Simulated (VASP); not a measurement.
# LiBeF3 (Amm2) in VASP: notebook

The runs below take LiBeF3 through single point, with PBE, r2SCAN.

Program: VASP 6.6.1. These are calculated values, not measurements. Logs are shortened: lines on timing, memory, paths and dates and some standing lists are left out, and cuts for length are marked.

## (1) The cell of the first run

Symmetry: Amm2, No. 38, orthorhombic system. The conventional cell has a = 2.790 Å, b = 5.270 Å, c = 8.521 Å, α = 90.00°, β = 90.00°, γ = 90.00°. Li (site symmetry mm2) has 5 F at 1.96 to 2.19 Å within 2.6 Å. Be (site symmetry mm2) has 4 F at 1.53 to 1.66 Å within 2.0 Å. Within 2.0 Å of F (site symmetry m) lie 1 Be at 1.53 Å and 2 Li at 1.96 Å. Within 2.2 Å of F (site symmetry mm2) lie 2 Be at 1.66 Å and 1 Li at 2.19 Å.

## (2) Single point, PBE (volume scaled by 1.06, then relaxed in part)

Contents of INCAR:

```
SYSTEM = LiBeF3
PREC     = Accurate       ! precision mode
ENCUT    = 520            ! plane-wave cutoff, eV
EDIFF    = 1E-6           ! SCF threshold, eV
ISMEAR   = 0              ! smearing method
SIGMA    = 0.02           ! smearing width, eV
LREAL    = .FALSE.        ! projectors in reciprocal space
LASPH    = .TRUE.         ! aspherical terms in the spheres
NELM     = 100            ! most SCF steps
ALGO     = Normal         ! electronic algorithm
ISIF     = 2              ! what is computed and relaxed
LWAVE    = .FALSE.        ! write WAVECAR
LCHARG   = .TRUE.         ! write CHGCAR
GGA      = PE             ! functional
LELF     = .TRUE.         ! ELF
LVHAR    = .TRUE.       
NBANDS   = 21             ! bands
```

Contents of KPOINTS:

```
regular mesh
0
G
  8 6 6
  0 0 0
```

Contents of POSCAR:

```
LiBeF3
1.0
    2.7898229926      0.0000000000      0.0000000000
    0.0000000000      2.6348642919      4.2603487366
    0.0000000000     -2.6348642919      4.2603487366
Li Be F
1 1 3
Direct
    0.5000000000      0.6928110388      0.6928110388
    0.0000000000      0.0556949345      0.0556949345
    0.0000000000      0.9031046176      0.3978357202
    0.0000000000      0.3978357202      0.9031046176
    0.5000000000      0.9498806618      0.9498806618
```

Potentials or basis: VASP PAW PBE potentials, release 64 (Li_sv, Be, F).

Started as:

```sh
> cat potpaw_PBE.64/Li_sv/POTCAR potpaw_PBE.64/Be/POTCAR potpaw_PBE.64/F/POTCAR > POTCAR
> mpirun -np 1 vasp_std > vasp.out
```

OUTCAR:

```text
SYSTEM = LiBeF3
   PREC = Accurate
   ENCUT = 520
   EDIFF = 1E-6
   ISMEAR = 0
   LREAL = .FALSE.
   LASPH = .TRUE.
   NELM = 100
   ISIF = 2
   GGA = PE

 ion  position               nearest neighbor table
   1  0.500  0.693  0.693-   3 1.96   4 1.96   3 1.96   4 1.96   5 2.19
   2  0.000  0.056  0.056-   3 1.53   4 1.53   5 1.66   5 1.66
   3  0.000  0.903  0.398-   2 1.53   1 1.96   1 1.96
   4  0.000  0.398  0.903-   2 1.53   1 1.96   1 1.96
   5  0.500  0.950  0.950-   2 1.66   2 1.66   1 2.19

  LATTYP: Found a base centered orthorhombic cell.
 ALAT       =     5.2697285838
 B/A-ratio  =     1.6169139146
 C/A-ratio  =     0.5294054425

  Lattice vectors:

 A1 = (   0.0000000000,   2.6348642919,  -4.2603487366)
 A2 = (   0.0000000000,   2.6348642919,   4.2603487366)
 A3 = (   2.7898229926,   0.0000000000,   0.0000000000)

Analysis of symmetry for initial positions (statically):
=====================================================================
 Subroutine PRICEL returns:
 Original cell was already a primitive cell.

 Routine SETGRP: Setting up the symmetry group for a
 base centered orthorhombic supercell.

 Subroutine GETGRP returns: Found  4 space group operations
 (whereof  4 operations were pure point group operations)
 out of a pool of  8 trial point group operations.

The static configuration has the point symmetry C_2v.

Analysis of symmetry for dynamics (positions and initial velocities):
=====================================================================
 Subroutine PRICEL returns:
 Original cell was already a primitive cell.

 Routine SETGRP: Setting up the symmetry group for a
 base centered orthorhombic supercell.

 Subroutine GETGRP returns: Found  4 space group operations
 (whereof  4 operations were pure point group operations)
 out of a pool of  8 trial point group operations.

The dynamic configuration has the point symmetry C_2v.

 Subroutine INISYM returns: Found  4 space group operations
 (whereof  4 operations are pure point group operations),
 and found     1 'primitive' translations

----------------------------------------------------------------------------------------

                                     Primitive cell

  volume of cell :      62.6340

  direct lattice vectors                    reciprocal lattice vectors
[... 87 lines left out ...]
   ISPIN  =      1    spin polarized calculation?
   LNONCOLLINEAR =      F non collinear calculations
   LSORBIT =      F    spin-orbit coupling
   LASPH  =      T    aspherical Exc in radial PAW
   ENCUT  =  520.0 eV  38.22 Ry    6.18 a.u.   5.19  9.31  9.31*2*pi/ulx,y,z
   NELM   =    100;   NELMIN=  2; NELMDL= -5     # of ELM steps
   EDIFF  = 0.1E-05   stopping-criterion for ELM
   LREAL  =      F    real-space projection
[... 7 lines left out ...]
   TEBEG  =    0.0;   TEEND  =   0.0 temperature during run
   PSTRESS=    0.0 pullay stress
   NELECT =      26.0000    total number of electrons
   NUPDOWN=      -1.0000    fix difference up-down
   EMIN   =  10.00;   EMAX   =-10.00  energy-range for DOS
   EFERMI =   0.00;   METHOD = LEGACY
   ISMEAR =     0;   SIGMA  =   0.02  broadening in eV -4-tet -1-fermi 0-gaus
   EFERMI_NEDOS =   21; number of points for ismear=-14 and -15
   IALGO  =     38    algorithm
   IMIX   =      4    mixing-type and parameters
     AMIX     =   0.40;   BMIX     =  1.00
     AMIX_MAG =   1.60;   BMIX_MAG =  1.00
  volume/ion in A,a.u.               =      12.53        84.53
  Fermi-wavevector in a.u.,A,eV,Ry     =   1.221226  2.307782 20.291623  1.491392
  Thomas-Fermi vector in A             =   2.356415
   LORBIT       =      0    0 simple, 1 ext, 2 COOP (PROOUT), +10 PAW based schemes
   GGA     = PE    functional components
   LHFCALC =     F    Hartree Fock is set to
   AEXX    =    0.0000 exact exchange contribution
   IVDW    =     0    specifies the selected vdW correction
   LEPSILON=     F    determine dielectric tensor
   LRPA    =     F    only Hartree local field effects (RPA)
 non-spin polarized calculation
 Gauss-broadening in eV      SIGMA  =   0.02
  energy-cutoff  :      520.00
  volume of cell :       62.63
 maximum number of plane-waves:      1716
 NGX is ok and might be reduce to    24
   NGX = 11   NGY = 19   NGZ = 19

 number of electron      26.0000009 magnetization

 Free energy of the ion-electron system (eV)
  ---------------------------------------------------
  ext. energy  EPLUGINS =         0.00000000
  ---------------------------------------------------
  free energy    TOTEN  =       -26.77799308 eV

  energy without entropy =      -26.77799308  energy(sigma->0) =      -26.77799308

 E-fermi :  -3.3669     XC(G=0):  -7.8183

 val. band max:       -3.4761941691   @ k =   0.5000   0.5000   0.5000
 cond. band min:       3.8930394901   @ k =   0.0000   0.0000   0.0000
 fundamental gap:      7.3692336592
 Fermi energy:        -3.3668748408

 k-point     1 :       0.0000    0.0000    0.0000
  band No.  band energies     occupation
      1     -44.4273      2.00000
      2     -24.4935      2.00000
      3     -23.4226      2.00000
      4     -23.2953      2.00000
      5      -7.2549      2.00000
      6      -6.4017      2.00000
[... 565 lines left out ...]
     20      12.9494      0.00000
     21      12.9904      0.00000

 [... further k-points ...]

------------------------ aborting loop because EDIFF is reached ----------------------------------------

  FORCE on cell =-STRESS in cart. coord.  units (eV):
  Direction    XX          YY          ZZ          XY          YZ          ZX
  --------------------------------------------------------------------------------------
  -------------------------------------------------------------------------------------
  Total       -0.7507872     -0.7183828     -0.7656908      0.0000000      0.0000000      0.0000000
  in kB      -19.2051372    -18.3762317    -19.5863713      0.0000000      0.0000000      0.0000000
  external PRESSURE =     -19.0559134 kB  Pullay stress =       0.0000000 kB

 VOLUME and BASIS-vectors are now :
 -----------------------------------------------------------------------------
  energy-cutoff  :      520.00
  volume of cell :       62.63
      direct lattice vectors                 reciprocal lattice vectors
     2.789822993  0.000000000  0.000000000     0.358445680  0.000000000  0.000000000
     0.000000000  2.634864292  4.260348737     0.000000000  0.189763094  0.117361284
     0.000000000 -2.634864292  4.260348737     0.000000000 -0.189763094  0.117361284

 POSITION                                       TOTAL-FORCE (eV/Angst)
 -----------------------------------------------------------------------------------
      1.39491      0.00000      5.90323         0.000000      0.000000      0.013745
      0.00000      0.00000      0.47456         0.000000      0.000000     -0.021351
      0.00000      1.33131      5.54246         0.000000     -0.031532      0.019112
      0.00000     -1.33131      5.54246         0.000000      0.031532      0.019112
      1.39491      0.00000      8.09365         0.000000      0.000000     -0.030617
 -----------------------------------------------------------------------------------
    total drift:                                0.000000     -0.000000      0.000084

  FREE ENERGIE OF THE ION-ELECTRON SYSTEM (eV)
  ---------------------------------------------------
  free  energy   TOTEN  =       -26.7779930813 eV

  energy  without entropy=      -26.7779930813  energy(sigma->0) =      -26.77799308
```

stdout:

```text
POSCAR found type information on POSCAR LiBeF
 POSCAR found :  3 types and       5 ions
 scaLAPACK will be used
 LDA part: xc-table for (Slater+PW92), standard interpolation
 POSCAR, INCAR and KPOINTS ok, starting setup
 FFT: planning ... GRIDC
 FFT: planning ... GRID_SOFT
 FFT: planning ... GRID
 WAVECAR not read
 entering main loop
```

Run time: 2.2 min. Hardware: 1 thread of AMD EPYC 7R43 (Zen 3), shared host; peak memory 0.18 GiB.

What came out:

```yaml
Free_energy: -26.7780 eV
Largest_force: 0.037 eV/Å
Band_gap_on_the_k_mesh: 7.37 eV, indirect (least direct gap 7.41 eV)
```

Forces on the atoms (eV/Å):
```
Li   0.000  0.000  0.014
Be   0.000  0.000 -0.021
F    0.000 -0.032  0.019
F    0.000  0.032  0.019
F    0.000  0.000 -0.031
```

Caveat: the cell differs from its parent crystal (volume scaled by 1.06, then relaxed in part); the cutoff is under 1.25 times the usual one of these potentials, so pressure, stress and relaxed cells hold a basis-set (Pulay) error.

## (3) Single point, PBE (volume scaled by 1.10, then relaxed in part)

Contents of INCAR:

```
SYSTEM = LiBeF3
PREC = Accurate ; ENCUT = 520
EDIFF = 1E-6 ; ISMEAR = 0
SIGMA = 0.02 ; LREAL = .FALSE.
LASPH = .TRUE. ; NELM = 80
ALGO = Normal ; ISIF = 2
LWAVE = .FALSE. ; LCHARG = .FALSE.
GGA = PE ; NBANDS = 21
```

KPOINTS is that of step 2.

Contents of POSCAR:

```
LiBeF3
1.0
    2.7932368581      0.0000000000      0.0000000000
    0.0000000000      2.6404948882      4.4062970951
    0.0000000000     -2.6404948882      4.4062970951
Li Be F
1 1 3
Direct
    0.5000000000      0.6875354558      0.6875354558
    0.0000000000      0.0571068428      0.0571068428
    0.0000000000      0.9021628075      0.3968236710
    0.0000000000      0.3968236710      0.9021628075
    0.5000000000      0.9556981957      0.9556981957
```

Potentials or basis: VASP PAW PBE potentials, release 64 (Li_sv, Be, F).

Started as:

```sh
> cat potpaw_PBE.64/Li_sv/POTCAR potpaw_PBE.64/Be/POTCAR potpaw_PBE.64/F/POTCAR > POTCAR
> mpirun -np 1 vasp_std > vasp.out
```

OUTCAR:

```text
SYSTEM = LiBeF3
   PREC = Accurate
   ENCUT = 520
   EDIFF = 1E-6
   ISMEAR = 0
   LREAL = .FALSE.
   LASPH = .TRUE.
   NELM = 80
   ISIF = 2
   GGA = PE

 ion  position               nearest neighbor table
   1  0.500  0.688  0.688-   3 1.96   4 1.96   3 1.96   4 1.96
   2  0.000  0.057  0.057-   3 1.54   4 1.54   5 1.66   5 1.66
   3  0.000  0.902  0.397-   2 1.54   1 1.96   1 1.96
   4  0.000  0.397  0.902-   2 1.54   1 1.96   1 1.96
   5  0.500  0.956  0.956-   2 1.66   2 1.66

[... 781 lines left out ...]
  --------------------------------------------------------------------------------------
  -------------------------------------------------------------------------------------
  Total       -0.9329837     -0.9002651     -0.9546134      0.0000000      0.0000000      0.0000000
  in kB      -22.9978774    -22.1913698    -23.5310472      0.0000000      0.0000000      0.0000000
  external PRESSURE =     -22.9067648 kB  Pullay stress =       0.0000000 kB

 VOLUME and BASIS-vectors are now :
 -----------------------------------------------------------------------------
  energy-cutoff  :      520.00
  volume of cell :       65.00
      direct lattice vectors                 reciprocal lattice vectors
     2.793236858  0.000000000  0.000000000     0.358007591  0.000000000  0.000000000
     0.000000000  2.640494888  4.406297095     0.000000000  0.189358443  0.113473964
     0.000000000 -2.640494888  4.406297095     0.000000000 -0.189358443  0.113473964

 POSITION                                       TOTAL-FORCE (eV/Angst)
 -----------------------------------------------------------------------------------
      1.39662      0.00000      6.05897         0.000000      0.000000      0.013694
      0.00000      0.00000      0.50326         0.000000      0.000000     -0.026787
      0.00000      1.33435      5.72372         0.000000     -0.036994      0.017578
      0.00000     -1.33435      5.72372         0.000000      0.036994      0.017578
      1.39662      0.00000      8.42218         0.000000      0.000000     -0.022064
 -----------------------------------------------------------------------------------
    total drift:                                0.000000     -0.000000     -0.000824

  FREE ENERGIE OF THE ION-ELECTRON SYSTEM (eV)
  ---------------------------------------------------
  free  energy   TOTEN  =       -26.7473285464 eV

  energy  without entropy=      -26.7473285464  energy(sigma->0) =      -26.74732855
```

OSZICAR:

```text
N       E                     dE             d eps       ncg     rms          rms(c)
DAV:   1     0.165608836703E+03    0.16561E+03   -0.13873E+04  2730   0.120E+03
DAV:   2    -0.163978413259E+02   -0.18201E+03   -0.17649E+03  3195   0.306E+02
DAV:   3    -0.284867459882E+02   -0.12089E+02   -0.12047E+02  4659   0.721E+01
DAV:   4    -0.286568516935E+02   -0.17011E+00   -0.16955E+00  3780   0.768E+00
DAV:   5    -0.286610375980E+02   -0.41859E-02   -0.41854E-02  3577   0.104E+00    0.833E+00
DAV:   6    -0.267666953194E+02    0.18943E+01   -0.60061E+00  3215   0.181E+01    0.268E+00
DAV:   7    -0.267442613654E+02    0.22434E-01   -0.19387E-01  3372   0.326E+00    0.175E+00
DAV:   8    -0.267439793969E+02    0.28197E-03   -0.77554E-02  3239   0.257E+00    0.353E-01
DAV:   9    -0.267447413836E+02   -0.76199E-03   -0.96748E-03  3321   0.836E-01    0.165E-01
DAV:  10    -0.267475506006E+02   -0.28092E-02   -0.31536E-03  2880   0.421E-01    0.113E-01
DAV:  11    -0.267473337936E+02    0.21681E-03   -0.81137E-04  3293   0.223E-01    0.182E-02
DAV:  12    -0.267473277431E+02    0.60505E-05   -0.62377E-05  2995   0.644E-02    0.789E-03
DAV:  13    -0.267473285464E+02   -0.80328E-06   -0.40563E-06  3320   0.191E-02
   1 F= -.26747329E+02 E0= -.26747329E+02  d E =-.195122E-72
```

It took 1.9 min on 1 thread of AMD EPYC 7R43 (Zen 3), shared host; peak memory 0.18 GiB.

What came out:

```yaml
Free_energy: -26.7473 eV
Largest_force: 0.041 eV/Å
Band_gap_on_the_k_mesh: 7.30 eV, indirect (least direct gap 7.33 eV)
```

Forces in eV/Å, atoms in the order of the input:
```
Li   0.000  0.000  0.014
Be   0.000  0.000 -0.027
F    0.000 -0.037  0.018
F    0.000  0.037  0.018
F    0.000  0.000 -0.022
```

Caveat: the cell differs from its parent crystal (volume scaled by 1.10, then relaxed in part); the cutoff is under 1.25 times the usual one of these potentials, so pressure, stress and relaxed cells hold a basis-set (Pulay) error. A k mesh can miss the band edges.

## (4) Single point, r2SCAN

This run uses another cell than the first one, of 11.82 Å³/atom, 0.943 times its volume.

Contents of POSCAR:

```
LiBeF3
1.0
    2.7677551157      0.0000000000      0.0000000000
    0.0000000000      2.6143307252      4.0830622106
    0.0000000000     -2.6143307252      4.0830622106
Li Be F
1 1 3
Direct
    0.5000000000      0.6939076256      0.6939076256
    0.0000000000      0.0547527578      0.0547527578
    0.0000000000      0.9051718368      0.4009269241
    0.0000000000      0.4009269241      0.9051718368
    0.5000000000      0.9445678287      0.9445678287
```

Contents of INCAR.step1:

```
PREC     = Accurate       # precision mode
ENCUT    = 520            # plane-wave cutoff, eV
ISMEAR   = 0              # smearing method
SIGMA    = 0.02           # smearing width, eV
LREAL    = False          # projectors in reciprocal space
LASPH    = True           # aspherical terms in the spheres
NELM     = 60             # most SCF steps
NBANDS   = 21             # bands
GGA      = PE             # functional
ALGO     = Normal         # electronic algorithm
EDIFF    = 1E-4           # SCF threshold, eV
LWAVE    = True           # write WAVECAR
LCHARG   = False          # write CHGCAR
```

Contents of INCAR.step2:

```
PREC     = Accurate       # precision mode
ENCUT    = 520            # plane-wave cutoff, eV
EDIFF    = 1E-6           # SCF threshold, eV
ISMEAR   = 0              # smearing method
SIGMA    = 0.02           # smearing width, eV
LREAL    = False          # projectors in reciprocal space
LASPH    = True           # aspherical terms in the spheres
NELM     = 60             # most SCF steps
ALGO     = Normal         # electronic algorithm
ISIF     = 2              # what is computed and relaxed
LWAVE    = False          # write WAVECAR
LCHARG   = False          # write CHGCAR
METAGGA  = R2SCAN         # meta-GGA
LMIXTAU  = True         
NBANDS   = 21             # bands
ISTART   = 1
```

Contents of KPOINTS:

```
Automatic mesh
0
Gamma
  8 6 6
```

Started as:

```sh
> cat potpaw_PBE.64/Li_sv/POTCAR potpaw_PBE.64/Be/POTCAR potpaw_PBE.64/F/POTCAR > POTCAR
> cp INCAR.step1 INCAR
> mpirun -np 1 vasp_std > vasp.out
> cp INCAR.step2 INCAR
> mpirun -np 1 vasp_std > vasp.out
```

Wall time 6.6 min (1 thread of AMD EPYC 7R43 (Zen 3), shared host); peak memory 0.19 GiB.

It converged, with:

| Item | Value |
| --- | --- |
| Free energy | -32.8213 eV |
| Largest force | 0.107 eV/Å |
| Band gap on the k mesh | 8.29 eV, indirect (least direct gap 8.33 eV) |

Forces on the atoms (eV/Å):
```
Li   0.000  0.000  0.033
Be   0.000  0.000  0.040
F    0.000  0.069 -0.082
F    0.000 -0.069 -0.082
F    0.000  0.000  0.092
```

Levels at points of the mesh, in eV from the valence-band top:
```csv
k point,band 9,band 10,band 11,band 12,band 13,band 14,band 15,band 16,band 17,band 18
"(0.00, 0.00, 0.00)",-0.89,-0.79,-0.29,-0.07,-0.04,8.29,12.59,14.13,15.07,15.90
"(0.50, 0.00, 0.00)",-1.83,-1.48,-1.13,-0.84,-0.05,13.05,13.24,14.62,16.36,17.15
"(0.00, 0.50, 0.00)",-1.62,-1.00,-0.45,-0.24,-0.15,10.06,10.86,13.22,16.09,16.40
"(0.50, 0.50, 0.00)",-2.01,-1.41,-0.85,-0.65,-0.55,13.28,13.49,14.67,15.00,16.28
"(0.00, 0.50, 0.50)",-1.51,-1.26,-0.37,-0.18,-0.05,10.15,11.89,13.55,13.79,16.50
"(0.50, 0.50, 0.50)",-1.75,-1.12,-0.79,-0.74,0.00,12.67,13.96,14.08,15.01,15.53
```

Caveat: the cutoff is under 1.25 times the usual one of these potentials, so pressure, stress and relaxed cells hold a basis-set (Pulay) error; the PAW data sets were made with another functional, which shifts forces and pressure a little.

## (5) The runs side by side

| level | cell | gap on the mesh (eV) | largest force (eV/Å) |
| --- | --- | --- | --- |
| PBE | a = 2.790, b = 5.009, c = 5.009 Å, angles 63.5, 90.0, 90.0°, 5 atoms | 7.37 | 0.04 |
| PBE | a = 2.793, b = 5.137, c = 5.137 Å, angles 61.9, 90.0, 90.0°, 5 atoms | 7.30 | 0.04 |
| r2SCAN | a = 2.768, b = 4.848, c = 4.848 Å, angles 65.3, 90.0, 90.0°, 5 atoms | 8.29 | 0.11 |

Alike in all rows: task single point; potentials or basis VASP PAW PBE potentials, release 64 (Li_sv, Be, F); no spin polarisation; k mesh 8 × 6 × 6; cutoff (eV) 520; smearing gaussian 0.02 eV.

Caveats: the cutoff is under 1.25 times the usual one of these potentials, so pressure, stress and relaxed cells hold a basis-set (Pulay) error; the PAW data sets were made with another functional, which shifts forces and pressure a little (some runs).

Total energies depend on the potentials used, so only differences within one code and one set of settings carry meaning.
